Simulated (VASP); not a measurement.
Input of a VASP 6.6.1 run:

The input INCAR:

```
SYSTEM = Cs
ALGO = Normal
EDIFF = 1E-6
ENCUT = 520
GGA = PE
ISIF = 2
ISMEAR = -1
LASPH = .True.
LCHARG = .False.
LREAL = .False.
LWAVE = .False.
NBANDS = 16
NELM = 100
PREC = Accurate
SIGMA = 0.08
```

The input KPOINTS:

```
k-points
0
Gamma
  6 6 6
  0 0 0
```

POSCAR

```
Cs
1.0
    0.0000000000      5.0742295954      5.0742295954
    5.0742295954      0.0000000000      5.0742295954
    5.0742295954      5.0742295954      0.0000000000
Cs
2
Direct
   -0.1250000000     -0.1250000000     -0.1250000000
    0.1250000000      0.1250000000      0.1250000000
```

Potentials or basis: VASP PAW PBE potentials, release 64 (Cs_sv).

Launch:

```bash
$ cat potpaw_PBE.64/Cs_sv/POTCAR > POTCAR
$ mpirun -np 1 vasp_std > vasp.out
```

Problem. What does it give for the band gap on the k mesh?

Solution. Zero (band 9 reaches 0.43 eV, above the bottom of band 10 at 0.24 eV).

Problem. Predict the pressure.

Solution. 0.4 GPa.

Caveat: spin-orbit coupling is left out, which moves the levels of the heavy elements.
